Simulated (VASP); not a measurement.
# AgC18 in VASP: single point with PBE

Aim: the single point of AgC18 with PBE.

Everything below comes from runs of VASP 6.6.1. Logs are shortened: lines on timing, memory, paths and dates and some standing lists are left out, and cuts for length are marked.

### 1 The cell of the first run

The cell holds a slab with vacuum, 19 atoms: a = 7.398 Å, b = 7.398 Å, c = 13.000 Å, α = 90.00°, β = 90.00°, γ = 120.00°.

### 2 Single point, PBE, collinear spin

The input, INCAR:

```
SYSTEM = AgC18
ALGO = Normal ; EDIFF = 1E-6
ENCUT = 520 ; GGA = PE
GGA_COMPAT = .False. ; ISIF = 2
ISMEAR = 0 ; ISPIN = 2
LASPH = .True. ; LCHARG = .False.
LMAXMIX = 4 ; LORBIT = 11
LREAL = .False. ; LWAVE = .False.
MAGMOM = 0 0 0 0 0 0 0 0 0 0 0 0 0 0 0 0 0 0 1 ; NBANDS = 60
NELM = 200 ; NELMDL = -8
PREC = Accurate ; SIGMA = 0.02
```

The input, KPOINTS:

```
k-points
0
Gamma
  2 2 1
  0 0 0
```

The input, POSCAR:

```
AgC18
1.0
    7.3980000000      0.0000000000      0.0000000000
   -3.6990000000      6.4068560000      0.0000000000
    0.0000000000      0.0000000000     13.0000000000
C Ag
18 1
Direct
    0.0025922484     -0.0016228513      0.0711812131
    0.2248036032      0.1094729856      0.0711451907
    0.0025642177      0.3317095928      0.0712308437
    0.2248150242      0.4428376088      0.0712094622
    0.0026112855      0.6650661234      0.0711811006
    0.2247895421      0.7761652850      0.0711440864
    0.3358919864     -0.0016216361      0.0711887507
    0.5581272244      0.1094948769      0.0711374602
    0.3359060725      0.3316947029      0.0711808602
    0.5580796329      0.4427285372      0.0713264167
    0.3358823099      0.6650403105      0.0711583382
    0.5580897079      0.7761982313      0.0713594034
    0.6692485521     -0.0015915945      0.0711564654
    0.8914481026      0.1094781795      0.0712106181
    0.6692270883      0.3316735648      0.0711772197
    0.8914682675      0.4428102152      0.0712137671
    0.6692444464      0.6650441538      0.0717000478
    0.8915629057      0.7762104427      0.0713048734
    0.6612118821      0.6650827714      0.3493327822
```

Potentials or basis: VASP PAW PBE potentials, release 64 (C, Ag).

Command:

```console
cat potpaw_PBE.64/C/POTCAR potpaw_PBE.64/Ag/POTCAR > POTCAR
mpirun -np 1 vasp_std > vasp.out
```

OUTCAR:

```text
SYSTEM = AgC18
   EDIFF = 1E-6
   ENCUT = 520
   GGA = PE
   ISIF = 2
   ISMEAR = 0
   ISPIN = 2
   LASPH = .True.
   LORBIT = 11
   LREAL = .False.
   NELM = 200
   NELMDL = -8
   PREC = Accurate

 ion  position               nearest neighbor table
   1  0.003  0.998  0.071-  18 1.42   2 1.42  14 1.42
   2  0.225  0.109  0.071-   7 1.42   1 1.42   9 1.42
   3  0.003  0.332  0.071-  16 1.42  14 1.42   4 1.42
   4  0.225  0.443  0.071-  11 1.42   9 1.42   3 1.42
   5  0.003  0.665  0.071-   6 1.42  18 1.42  16 1.42
   6  0.225  0.776  0.071-   5 1.42   7 1.42  11 1.42
[... 10 lines left out ...]
  17  0.669  0.665  0.072-  12 1.42  10 1.42  18 1.42
  18  0.892  0.776  0.071-   1 1.42   5 1.42  17 1.42
  19  0.661  0.665  0.349-

  LATTYP: Found a hexagonal cell.
 ALAT       =     7.3980000000
 C/A-ratio  =     1.7572316842

  Lattice vectors:

 A1 = (   7.3980000000,   0.0000000000,   0.0000000000)
 A2 = (  -3.6990000000,   6.4068560000,   0.0000000000)
 A3 = (   0.0000000000,   0.0000000000,  13.0000000000)

Analysis of symmetry for initial positions (statically):
=====================================================================
 Subroutine PRICEL returns:
 Original cell was already a primitive cell.

 Routine SETGRP: Setting up the symmetry group for a
 hexagonal supercell.

 Subroutine GETGRP returns: Found  1 space group operations
 (whereof  1 operations were pure point group operations)
 out of a pool of 24 trial point group operations.

The static configuration has the point symmetry C_1 .

Analysis of symmetry for dynamics (positions and initial velocities):
=====================================================================
 Subroutine PRICEL returns:
 Original cell was already a primitive cell.

 Routine SETGRP: Setting up the symmetry group for a
 hexagonal supercell.

 Subroutine GETGRP returns: Found  1 space group operations
 (whereof  1 operations were pure point group operations)
 out of a pool of 24 trial point group operations.

The dynamic configuration has the point symmetry C_1 .

Analysis of structural, dynamic, and magnetic symmetry:
=====================================================================
 Subroutine PRICEL returns:
 Original cell was already a primitive cell.

 Routine SETGRP: Setting up the symmetry group for a
 hexagonal supercell.

 Subroutine GETGRP returns: Found  1 space group operations
 (whereof  1 operations were pure point group operations)
 out of a pool of 24 trial point group operations.

The overall configuration has the point symmetry C_1 .

 Subroutine INISYM returns: Found  1 space group operations
 (whereof  1 operations are pure point group operations),
 and found     1 'primitive' translations

----------------------------------------------------------------------------------------

                                     Primitive cell

  volume of cell :     616.1730

  direct lattice vectors                    reciprocal lattice vectors
     7.398000000  0.000000000  0.000000000     0.135171668  0.078041398  0.000000000
    -3.699000000  6.406856000  0.000000000     0.000000000  0.156082796  0.000000000
     0.000000000  0.000000000 13.000000000     0.000000000  0.000000000  0.076923077

  length of vectors
     7.398000000  7.398000054 13.000000000     0.156082797  0.156082796  0.076923077

  position of ions in fractional coordinates (direct lattice)
     0.002592248  0.998377149  0.071181213
     0.224803603  0.109472986  0.071145191
     0.002564218  0.331709593  0.071230844
     0.224815024  0.442837609  0.071209462
     0.002611286  0.665066123  0.071181101
     0.224789542  0.776165285  0.071144086
[... 11 lines left out ...]
     0.891562906  0.776210443  0.071304873
     0.661211882  0.665082771  0.349332782

  ion indices of the primitive-cell ions
   primitive index   ion index
[... 49 lines left out ...]
  0.500000  0.000000  0.000000      1.000000
  0.000000  0.500000  0.000000      1.000000
  0.500000  0.500000  0.000000      1.000000
   k-points           NKPTS =      4   k-points in BZ     NKDIM =      4   number of bands    NBANDS=     60
   number of dos      NEDOS =    301   number of ions     NIONS =     19
   total plane-waves  NPLWV = 307328
   dimension x,y,z NGX =    56 NGY =   56 NGZ =   98
   dimension x,y,z NGXF=   112 NGYF=  112 NGZF=  196
   ions per type =              18   1
   NGX,Y,Z   is equivalent  to a cutoff of  12.58, 12.58, 12.53 a.u.
   NGXF,Y,Z  is equivalent  to a cutoff of  25.17, 25.17, 25.06 a.u.
 SYSTEM =  AgC18
   PREC   = accura    normal or accurate (medium, high low for compatibility)
   ISTART =      0    job   : 0-new  1-cont  2-samecut
   ICHARG =      2    charge: 1-file 2-atom 10-const
   ISPIN  =      2    spin polarized calculation?
   LNONCOLLINEAR =      F non collinear calculations
   LSORBIT =      F    spin-orbit coupling
   LASPH  =      T    aspherical Exc in radial PAW
   ENCUT  =  520.0 eV  38.22 Ry    6.18 a.u.  13.76 13.76 24.17*2*pi/ulx,y,z
   NELM   =    200;   NELMIN=  2; NELMDL= -8     # of ELM steps
   EDIFF  = 0.1E-05   stopping-criterion for ELM
   LREAL  =      F    real-space projection
   EDIFFG = 0.1E-04   stopping-criterion for IOM
   NSW    =      0    number of steps for IOM
   IBRION =     -1    ionic relax: 0-MD 1-quasi-New 2-CG
   NFREE  =      0    steps in history (QN), initial steepest desc. (CG)
   ISIF   =      2    stress and relaxation
   ISYM   =      2    0-nonsym 1-usesym 2-fastsym
   POTIM  = 0.5000    time-step for ionic-motion
   TEBEG  =    0.0;   TEEND  =   0.0 temperature during run
   PSTRESS=    0.0 pullay stress
   NELECT =      83.0000    total number of electrons
   NUPDOWN=      -1.0000    fix difference up-down
   EMIN   =  10.00;   EMAX   =-10.00  energy-range for DOS
   EFERMI =   0.00;   METHOD = LEGACY
   ISMEAR =     0;   SIGMA  =   0.02  broadening in eV -4-tet -1-fermi 0-gaus
   EFERMI_NEDOS =   21; number of points for ismear=-14 and -15
   IALGO  =     38    algorithm
   IMIX   =      4    mixing-type and parameters
     AMIX     =   0.40;   BMIX     =  1.00
     AMIX_MAG =   1.60;   BMIX_MAG =  1.00
  volume/ion in A,a.u.               =      32.43       218.85
  Fermi-wavevector in a.u.,A,eV,Ry     =   0.839202  1.585862  9.582045  0.704260
  Thomas-Fermi vector in A             =   1.953382
   LORBIT       =     11    0 simple, 1 ext, 2 COOP (PROOUT), +10 PAW based schemes
   GGA     = PE    functional components
   LHFCALC =     F    Hartree Fock is set to
   AEXX    =    0.0000 exact exchange contribution
   IVDW    =     0    specifies the selected vdW correction
   LEPSILON=     F    determine dielectric tensor
   LRPA    =     F    only Hartree local field effects (RPA)
 spin polarized calculation
 Gauss-broadening in eV      SIGMA  =   0.02
  energy-cutoff  :      520.00
  volume of cell :      616.17
 maximum number of plane-waves:     16651
 NGX is ok and might be reduce to    56
   NGX = 27   NGY = 27   NGZ = 49

 number of electron      83.0000001 magnetization      -0.0027409

 number of electron      83.0000001 magnetization       0.0584613

 Free energy of the ion-electron system (eV)
  ---------------------------------------------------
  ext. energy  EPLUGINS =         0.00000000
  ---------------------------------------------------
  free energy    TOTEN  =      -165.65733149 eV

  energy without entropy =     -165.64850914  energy(sigma->0) =     -165.65292031

 E-fermi :  -1.6248     XC(G=0):  -4.1503

 val. band max:       -1.6385061041   @ k =   0.0000   0.0000   0.0000
 cond. band min:      -1.6203143291   @ k =   0.5000   0.5000   0.0000
 fundamental gap:      0.0181917750
 Fermi energy:        -1.6247932547

 spin component 1

 k-point     1 :       0.0000    0.0000    0.0000
  band No.  band energies     occupation
      1     -21.1482      1.00000
      2     -18.5902      1.00000
      3     -18.5843      1.00000
      4     -18.5694      1.00000
      5     -18.5634      1.00000
      6     -18.5434      1.00000
[... 213 lines left out ...]
     52       3.0138      0.00000
     53       3.6298      0.00000
 Fermi energy:        -1.6247932547

 spin component 2

 k-point     1 :       0.0000    0.0000    0.0000
  band No.  band energies     occupation
      1     -21.1440      1.00000
      2     -18.5931      1.00000
      3     -18.5794      1.00000
      4     -18.5587      1.00000
      5     -18.5528      1.00000
      6     -18.5398      1.00000
[... 213 lines left out ...]
     52       3.0158      0.00000
     53       3.6332      0.00000
 [bands above 53 left out]

------------------------ aborting loop because EDIFF is reached ----------------------------------------

  FORCE on cell =-STRESS in cart. coord.  units (eV):
  Direction    XX          YY          ZZ          XY          YZ          ZX
  --------------------------------------------------------------------------------------
  -------------------------------------------------------------------------------------
  Total        1.4537959      1.3871780     -0.1174089     -0.0201876     -0.0010427      0.0025983
  in kB        3.7801704      3.6069502     -0.3052875     -0.0524920     -0.0027113      0.0067561
  external PRESSURE =       2.3606110 kB  Pullay stress =       0.0000000 kB

 VOLUME and BASIS-vectors are now :
 -----------------------------------------------------------------------------
  energy-cutoff  :      520.00
  volume of cell :      616.17
      direct lattice vectors                 reciprocal lattice vectors
     7.398000000  0.000000000  0.000000000     0.135171668  0.078041398  0.000000000
    -3.699000000  6.406856000  0.000000000     0.000000000  0.156082796  0.000000000
     0.000000000  0.000000000 13.000000000     0.000000000  0.000000000  0.076923077

 POSITION                                       TOTAL-FORCE (eV/Angst)
 -----------------------------------------------------------------------------------
     -3.67382      6.39646      0.92536        -0.000482      0.008367     -0.015844
      1.25816      0.70138      0.92489        -0.015192      0.015042      0.001429
     -1.20802      2.12522      0.92600         0.003288     -0.003007      0.015537
      0.02513      2.83720      0.92572         0.004019      0.002893     -0.001421
     -2.44076      4.26098      0.92535         0.000866     -0.020573     -0.016038
     -1.20804      4.97278      0.92487         0.004021     -0.006855     -0.000085
[... 11 lines left out ...]
      3.72458      4.97307      0.92696         0.031140      0.018512      0.007222
      2.43150      4.26109      4.54133         0.000820     -0.000136     -0.012379
 -----------------------------------------------------------------------------------
    total drift:                               -0.000125     -0.000161     -0.000582

  FREE ENERGIE OF THE ION-ELECTRON SYSTEM (eV)
  ---------------------------------------------------
  free  energy   TOTEN  =      -165.6573314885 eV

  energy  without entropy=     -165.6485091375  energy(sigma->0) =     -165.65292031

 total charge

# of ion       s       p       d       tot
------------------------------------------
    1        0.862   1.787   0.000   2.649
    2        0.863   1.787   0.000   2.650
    3        0.862   1.786   0.000   2.648
    4        0.862   1.787   0.000   2.649
    5        0.862   1.787   0.000   2.649
    6        0.863   1.788   0.000   2.650
[... 11 lines left out ...]
   18        0.863   1.786   0.000   2.649
   19        0.361   0.002   9.338   9.700
--------------------------------------------------
tot         15.887  32.159   9.338  57.383

 magnetization (x)

# of ion       s       p       d       tot
------------------------------------------
    1        0.001   0.023   0.000   0.024
    2       -0.000  -0.001   0.000  -0.001
    3       -0.002  -0.030   0.000  -0.031
    4       -0.002  -0.036   0.000  -0.038
    5        0.001   0.022   0.000   0.024
    6        0.002   0.032   0.000   0.034
[... 11 lines left out ...]
   18       -0.002  -0.036   0.000  -0.038
   19        0.001  -0.000  -0.000   0.000
--------------------------------------------------
tot          0.002   0.031  -0.000   0.033
```

Wall time 46 min (1 thread of Intel Xeon Platinum 8375C at 2.90GHz (Ice Lake), shared host); peak memory 1 GiB.

What came out:

```
Free energy                                           : -165.6573 eV
Largest force                                         : 0.054 eV/Å
Net moment                                            : 0.06 μB per cell
Site moments                                          : C +0.02, -0.00, -0.03, -0.04, +0.03 (each value once); Ag +0.00 μB
Valence electrons inside the program's atomic spheres : C 2.65; Ag 9.70
```

Forces on the atoms (eV/Å):
```
C    0.000  0.008 -0.016
C   -0.015  0.015  0.001
C    0.003 -0.003  0.016
C    0.004  0.003 -0.001
C    0.001 -0.021 -0.016
C    0.004 -0.007  0.000
C    0.005 -0.003  0.014
C    0.002  0.002 -0.001
C    0.001 -0.013 -0.015
C    0.004 -0.039  0.006
C    0.007  0.007 -0.009
C   -0.041  0.029 -0.004
C    0.003 -0.018 -0.009
C    0.006 -0.008  0.000
C    0.006  0.010 -0.015
C   -0.019  0.018  0.000
C   -0.002 -0.001  0.054
C    0.031  0.019  0.007
Ag   0.001  0.000 -0.012
```

Levels at points of the mesh, in eV from the Fermi level:
Spin up:
```csv
k point,band 39,band 40,band 41,band 42,band 43,band 44
"(0.00, 0.00, 0.00)",-3.05,-0.12,-0.06,-0.06,0.06,0.06
"(0.50, 0.00, 0.00)",-2.60,-2.60,-2.36,0.00,1.67,2.45
"(0.00, 0.50, 0.00)",-2.64,-2.64,-2.36,0.00,1.67,2.49
"(0.50, 0.50, 0.00)",-2.61,-2.61,-2.36,0.00,1.67,2.47
```
Spin down:
| k point | band 39 | band 40 | band 41 | band 42 | band 43 | band 44 |
| --- | --- | --- | --- | --- | --- | --- |
| (0.00, 0.00, 0.00) | -3.04 | -0.13 | -0.06 | -0.01 | 0.06 | 0.07 |
| (0.50, 0.00, 0.00) | -2.59 | -2.59 | -2.35 | 0.01 | 1.68 | 2.46 |
| (0.00, 0.50, 0.00) | -2.63 | -2.63 | -2.35 | 0.01 | 1.68 | 2.50 |
| (0.50, 0.50, 0.00) | -2.61 | -2.60 | -2.35 | 0.01 | 1.68 | 2.48 |

Caveat: the k points lie up to 0.49 Å⁻¹ apart; there is no dipole correction, which matters where the two faces differ.
